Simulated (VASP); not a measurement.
# Ti3N3Cl in VASP: notebook

Ti3N3Cl is run at these levels: PBE; tasks: single point.

Everything below comes from runs of VASP 6.6.1. Logs are shortened: lines on timing, memory, paths and dates and some standing lists are left out, and cuts for length are marked.

### Step 1. The cell of the first run

The cell holds a slab with vacuum, 7 atoms: a = 3.003 Å, b = 3.003 Å, c = 21.554 Å, α = 90.00°, β = 90.00°, γ = 120.00°.

### Step 2. Single point, PBE

Input file INCAR:

```
  PREC = Accurate
  ENCUT = 520
  EDIFF = 1E-6
  ISMEAR = 0
  SIGMA = 0.1
  LREAL = F
  LASPH = T
  NELM = 60
  ALGO = Normal
  ISIF = 2
  LWAVE = F
  LCHARG = F
  LDIPOL = T
  IDIPOL = 3
  DIPOL = 0.5 0.5 0.360
  GGA = PE
  NBANDS = 38
```

Input file KPOINTS:

```
regular mesh
0
Gamma
  9 9 1
```

Input file POSCAR:

```
Ti3N3Cl
1.0
    3.0028555067      0.0000000000      0.0000000000
   -1.5014277534      2.6005491527      0.0000000000
    0.0000000000      0.0000000000     21.5541471985
N Ti Cl
3 3 1
Direct
    0.3333333333      0.6666666667      0.1855791353
    0.0000000000      0.0000000000      0.2993308524
    0.6666666667      0.3333333333      0.4147299355
    0.6666666667      0.3333333333      0.2424549939
    0.3333333333      0.6666666667      0.3575097829
    0.0000000000      0.0000000000      0.4664599859
    0.1666666667      0.6666666667      0.5533462246
```

Potentials or basis: VASP PAW PBE potentials, release 64 (N, Ti_sv, Cl).

Started as:

```bash
$ cat potpaw_PBE.64/N/POTCAR potpaw_PBE.64/Ti_sv/POTCAR potpaw_PBE.64/Cl/POTCAR > POTCAR
$ mpirun -np 1 vasp_std > vasp.out
```

OUTCAR:

```text
PREC = Accurate
   ENCUT = 520
   EDIFF = 1E-6
   ISMEAR = 0
   LREAL = F
   LASPH = T
   NELM = 60
   ISIF = 2
   GGA = PE

 ion  position               nearest neighbor table
   1  0.333  0.667  0.186-   4 2.12   4 2.12   4 2.12
   2  0.000  0.000  0.299-   4 2.12   4 2.12   4 2.12   5 2.14   5 2.14   5 2.14
   3  0.667  0.333  0.415-   6 2.06   6 2.06   6 2.06   5 2.13   5 2.13   5 2.13
   4  0.667  0.333  0.242-   2 2.12   2 2.12   2 2.12   1 2.12   1 2.12   1 2.12
   5  0.333  0.667  0.358-   3 2.13   3 2.13   3 2.13   2 2.14   2 2.14   2 2.14   6 2.92   6 2.92
                             6 2.92
   6  0.000  0.000  0.466-   3 2.06   3 2.06   3 2.06   7 2.29   7 2.60   5 2.92   5 2.92   5 2.92

   7  0.167  0.667  0.553-   6 2.29   6 2.60

  LATTYP: Found a hexagonal cell.
 ALAT       =     3.0028555067
 C/A-ratio  =     7.1778835680

  Lattice vectors:

 A1 = (   3.0028555067,   0.0000000000,   0.0000000000)
 A2 = (  -1.5014277534,   2.6005491527,   0.0000000000)
 A3 = (   0.0000000000,   0.0000000000,  21.5541471985)

Analysis of symmetry for initial positions (statically):
=====================================================================
 Subroutine PRICEL returns:
 Original cell was already a primitive cell.

 Routine SETGRP: Setting up the symmetry group for a
 hexagonal supercell.

 Subroutine GETGRP returns: Found  1 space group operations
 (whereof  1 operations were pure point group operations)
 out of a pool of 24 trial point group operations.

The static configuration has the point symmetry C_1 .

Analysis of symmetry for dynamics (positions and initial velocities):
=====================================================================
 Subroutine PRICEL returns:
 Original cell was already a primitive cell.

 Routine SETGRP: Setting up the symmetry group for a
 hexagonal supercell.

 Subroutine GETGRP returns: Found  1 space group operations
 (whereof  1 operations were pure point group operations)
 out of a pool of 24 trial point group operations.

The dynamic configuration has the point symmetry C_1 .

 Subroutine INISYM returns: Found  1 space group operations
 (whereof  1 operations are pure point group operations),
 and found     1 'primitive' translations

----------------------------------------------------------------------------------------

                                     Primitive cell

  volume of cell :     168.3179

  direct lattice vectors                    reciprocal lattice vectors
     3.002855507  0.000000000  0.000000000     0.333016357  0.192267083  0.000000000
    -1.501427753  2.600549153  0.000000000     0.000000000  0.384534166  0.000000000
     0.000000000  0.000000000 21.554147199     0.000000000  0.000000000  0.046394784

  length of vectors
     3.002855507  3.002855507 21.554147199     0.384534166  0.384534166  0.046394784

  position of ions in fractional coordinates (direct lattice)
     0.333333333  0.666666667  0.185579135
     0.000000000  0.000000000  0.299330852
     0.666666667  0.333333333  0.414729935
     0.666666667  0.333333333  0.242454994
     0.333333333  0.666666667  0.357509783
     0.000000000  0.000000000  0.466459986
     0.166666667  0.666666667  0.553346225

  ion indices of the primitive-cell ions
   primitive index   ion index
                 1           1
                 2           2
                 3           3
                 4           4
                 5           5
                 6           6
                 7           7

----------------------------------------------------------------------------------------

 KPOINTS: regular mesh

Automatic generation of k-mesh.
 Grid dimensions read from file:
 generate k-points for:    9    9    1

 Generating k-lattice:

  Cartesian coordinates                     Fractional coordinates (reciprocal lattice)
     0.037001817  0.021363009  0.000000000     0.111111111  0.000000000  0.000000000
     0.000000000  0.042726018  0.000000000     0.000000000  0.111111111  0.000000000
     0.000000000  0.000000000  0.046394784     0.000000000  0.000000000  1.000000000

  Length of vectors
     0.042726018  0.042726018  0.046394784

  Shift w.r.t. Gamma in fractional coordinates (k-lattice)
     0.000000000  0.000000000  0.000000000

 Subroutine IBZKPT returns following result:
 ===========================================

 Found     41 irreducible k-points:

 Following reciprocal coordinates:
            Coordinates               Weight
  0.000000  0.000000  0.000000      1.000000
  0.111111 -0.000000  0.000000      2.000000
  0.000000  0.111111  0.000000      2.000000
 -0.111111  0.111111  0.000000      2.000000
  0.222222  0.000000  0.000000      2.000000
  0.000000  0.222222  0.000000      2.000000
[... 16 lines left out ...]
  0.333333  0.111111  0.000000      2.000000
 -0.111111  0.444444  0.000000      2.000000
 [... further k-points ...]
   k-points           NKPTS =     41   k-points in BZ     NKDIM =     41   number of bands    NBANDS=     38
   number of dos      NEDOS =    301   number of ions     NIONS =      7
   total plane-waves  NPLWV =  92160
   dimension x,y,z NGX =    24 NGY =   24 NGZ =  160
   dimension x,y,z NGXF=    48 NGYF=   48 NGZF=  320
   ions per type =               3   3   1
   NGX,Y,Z   is equivalent  to a cutoff of  13.29, 13.29, 12.34 a.u.
   NGXF,Y,Z  is equivalent  to a cutoff of  26.57, 26.57, 24.68 a.u.
 SYSTEM =  unknown system
   PREC   = accura    normal or accurate (medium, high low for compatibility)
   ISTART =      0    job   : 0-new  1-cont  2-samecut
   ICHARG =      2    charge: 1-file 2-atom 10-const
   ISPIN  =      1    spin polarized calculation?
   LNONCOLLINEAR =      F non collinear calculations
   LSORBIT =      F    spin-orbit coupling
   LASPH  =      T    aspherical Exc in radial PAW
   ENCUT  =  520.0 eV  38.22 Ry    6.18 a.u.   5.58  5.58 40.08*2*pi/ulx,y,z
   NELM   =     60;   NELMIN=  2; NELMDL= -5     # of ELM steps
   EDIFF  = 0.1E-05   stopping-criterion for ELM
   LREAL  =      F    real-space projection
[... 7 lines left out ...]
   TEBEG  =    0.0;   TEEND  =   0.0 temperature during run
   PSTRESS=    0.0 pullay stress
   NELECT =      58.0000    total number of electrons
   NUPDOWN=      -1.0000    fix difference up-down
   EMIN   =  10.00;   EMAX   =-10.00  energy-range for DOS
   EFERMI =   0.00;   METHOD = LEGACY
   ISMEAR =     0;   SIGMA  =   0.10  broadening in eV -4-tet -1-fermi 0-gaus
   EFERMI_NEDOS =   21; number of points for ismear=-14 and -15
   IALGO  =     38    algorithm
   IMIX   =      4    mixing-type and parameters
     AMIX     =   0.40;   BMIX     =  1.00
     AMIX_MAG =   1.60;   BMIX_MAG =  1.00
  volume/ion in A,a.u.               =      24.05       162.27
  Fermi-wavevector in a.u.,A,eV,Ry     =   1.147733  2.168900 17.922820  1.317290
  Thomas-Fermi vector in A             =   2.284411
   LORBIT       =      0    0 simple, 1 ext, 2 COOP (PROOUT), +10 PAW based schemes
   GGA     = PE    functional components
   LHFCALC =     F    Hartree Fock is set to
   AEXX    =    0.0000 exact exchange contribution
   IVDW    =     0    specifies the selected vdW correction
   LEPSILON=     F    determine dielectric tensor
   LRPA    =     F    only Hartree local field effects (RPA)
 non-spin polarized calculation
 Gauss-broadening in eV      SIGMA  =   0.10
  energy-cutoff  :      520.00
  volume of cell :      168.32
 maximum number of plane-waves:      4581
   NGX = 11   NGY = 11   NGZ = 81

 dipolmoment           0.000000      0.000000      0.506116 electrons x Angstroem

 number of electron      58.0000012 magnetization

 dipolmoment           0.000000      0.000000     -0.162231 electrons x Angstroem

 Free energy of the ion-electron system (eV)
  ---------------------------------------------------
  ext. energy  EPLUGINS =         0.00000000
  ---------------------------------------------------
  free energy    TOTEN  =       -58.65821006 eV

  energy without entropy =      -58.64863041  energy(sigma->0) =      -58.65342024

 E-fermi :   0.6716     XC(G=0):  -6.1987

 val. band max:        0.6197706320   @ k =   0.3333  -0.1111   0.0000
 cond. band min:       0.6797896568   @ k =  -0.1111   0.3333   0.0000
 fundamental gap:      0.0600190247
 Fermi energy:         0.6716153256

 k-point     1 :       0.0000    0.0000    0.0000
  band No.  band energies     occupation
      1     -57.0111      2.00000
      2     -56.9368      2.00000
      3     -55.8797      2.00000
      4     -33.5672      2.00000
      5     -33.1677      2.00000
      6     -33.0683      2.00000
[... 30 lines left out ...]
     37       2.9483      0.00000
     38       2.9534      0.00000

 k-point     2 :       0.1111   -0.0000    0.0000
  band No.  band energies     occupation
      1     -57.0022      2.00000
      2     -56.9311      2.00000
      3     -55.8726      2.00000
      4     -33.5497      2.00000
      5     -33.1858      2.00000
      6     -33.0979      2.00000
[... 30 lines left out ...]
     37       3.0959      0.00000
     38       3.2338      0.00000

 k-point     3 :       0.0000    0.1111    0.0000
  band No.  band energies     occupation
      1     -57.0022      2.00000
      2     -56.9311      2.00000
      3     -55.8726      2.00000
      4     -33.5490      2.00000
      5     -33.1847      2.00000
      6     -33.0898      2.00000
[... 30 lines left out ...]
     37       3.1250      0.00000
[... 781 lines left out ...]
 k-point    23 :       0.3333    0.1111    0.0000
  band No.  band energies     occupation
      1     -56.9380      2.00000
      2     -56.8950      2.00000
      3     -55.8238      2.00000
      4     -33.5308      2.00000
      5     -33.4462      2.00000
      6     -33.2844      2.00000
[... 30 lines left out ...]
     37       3.6722      0.00000
     38       3.9420      0.00000

 k-point    24 :      -0.1111    0.4444    0.0000
  band No.  band energies     occupation
      1     -56.9375      2.00000
      2     -56.8949      2.00000
      3     -55.8238      2.00000
      4     -33.5334      2.00000
      5     -33.4459      2.00000
      6     -33.2998      2.00000
[... 30 lines left out ...]
     37       3.9018      0.00000
     38       3.9865      0.00000

 [... further k-points ...]

------------------------ aborting loop because EDIFF is reached ----------------------------------------

 vacuum level on the upper side and lower side of the slab       (xc-potential included)        -1.987         1.723

  FORCE on cell =-STRESS in cart. coord.  units (eV):
  Direction    XX          YY          ZZ          XY          YZ          ZX
  --------------------------------------------------------------------------------------
  -------------------------------------------------------------------------------------
  Total        2.8462840      2.5256003     -3.6576767     -0.4837534     -0.9617050      2.0779436
  in kB       27.0930854     24.0405749    -34.8165354     -4.6047312     -9.1542358     19.7794397
  external PRESSURE =       5.4390416 kB  Pullay stress =       0.0000000 kB

 VOLUME and BASIS-vectors are now :
 -----------------------------------------------------------------------------
  energy-cutoff  :      520.00
  volume of cell :      168.32
      direct lattice vectors                 reciprocal lattice vectors
     3.002855507  0.000000000  0.000000000     0.333016357  0.192267083  0.000000000
    -1.501427753  2.600549153  0.000000000     0.000000000  0.384534166  0.000000000
     0.000000000  0.000000000 21.554147199     0.000000000  0.000000000  0.046394784

 POSITION                                       TOTAL-FORCE (eV/Angst)
 -----------------------------------------------------------------------------------
     -0.00000      1.73370      4.00000        -0.001648     -0.000432      4.235135
      0.00000      0.00000      6.45182        -0.005737     -0.023400      1.266887
      1.50143      0.86685      8.93915        -0.201954     -0.057045     -0.032551
      1.50143      0.86685      5.22591         0.016021      0.002633     -5.514731
     -0.00000      1.73370      7.70582        -0.062782      0.093733      0.042693
      0.00000      0.00000     10.05415        -0.679296      0.454108     -0.016634
     -0.50048      1.73370     11.92691         0.935397     -0.469598      0.019201
 -----------------------------------------------------------------------------------
    total drift:                               -0.000035      0.000012     -0.000594

  FREE ENERGIE OF THE ION-ELECTRON SYSTEM (eV)
  ---------------------------------------------------
  free  energy   TOTEN  =       -58.6582100599 eV

  energy  without entropy=      -58.6486304126  energy(sigma->0) =      -58.65342024

 vacuum level on the upper side and lower side of the slab         5.003         8.805
```

It took 4.5 min on 1 thread of Intel Xeon 6975P-C (Granite Rapids), shared host; peak memory 0.42 GiB.

Results:

* Free energy: -58.6582 eV
* Largest force: 5.515 eV/Å
* Band gap on the k mesh: zero (bands 29 and 30 overlap by 0.19 eV)

Forces in eV/Å, atoms in the order of the input:
```
N   -0.002  0.000  4.235
N   -0.006 -0.023  1.267
N   -0.202 -0.057 -0.033
Ti   0.016  0.003 -5.515
Ti  -0.063  0.094  0.043
Ti  -0.679  0.454 -0.017
Cl   0.935 -0.470  0.019
```

### Step 3. Single point, PBE

Input file INCAR:

```
  PREC = Accurate
  ENCUT = 520
  EDIFF = 1E-6
  ISMEAR = 0
  SIGMA = 0.1
  LREAL = False
  LASPH = True
  NELM = 100
  ALGO = Normal
  ISIF = 2
  LWAVE = False
  LCHARG = False
  LDIPOL = True
  IDIPOL = 3
  DIPOL = 0.5 0.5 0.360
  GGA = PE
  NBANDS = 38
```

KPOINTS is that of step 2.

POSCAR: that of step 2 with these lines changed.

```diff
@@ -14,2 +14,2 @@
     0.0000000000      0.0000000000      0.4664599859
-    0.1666666667      0.6666666667      0.5533462246
+    0.5000000000      0.3333333333      0.5530967097
```

Potentials or basis: VASP PAW PBE potentials, release 64 (N, Ti_sv, Cl).

Started as:

```bash
$ cat potpaw_PBE.64/N/POTCAR potpaw_PBE.64/Ti_sv/POTCAR potpaw_PBE.64/Cl/POTCAR > POTCAR
$ mpirun -np 1 vasp_std > vasp.out
```

It took 4.6 min on 1 thread of Intel Xeon 6975P-C (Granite Rapids), shared host; peak memory 0.43 GiB.

Results (log left out):

* Free energy: -58.6812 eV
* Largest force: 5.589 eV/Å
* Band gap on the k mesh: zero (bands 29 and 30 overlap by 0.08 eV)

Forces on the atoms (eV/Å):
```
N   -0.004  0.011  4.287
N    0.030  0.010  1.399
N    0.133 -0.112 -0.357
Ti  -0.011 -0.011 -5.589
Ti  -0.105 -0.027 -0.248
Ti  -1.080 -0.382  0.487
Cl   1.038  0.510  0.022
```

Levels at points of the mesh, in eV from the Fermi level:
```csv
k point,band 25,band 26,band 27,band 28,band 29,band 30,band 31,band 32,band 33,band 34
"(0.00, 0.00, 0.00)",-1.72,-1.12,-0.38,-0.32,0.10,0.18,0.35,1.16,1.32,1.52
```
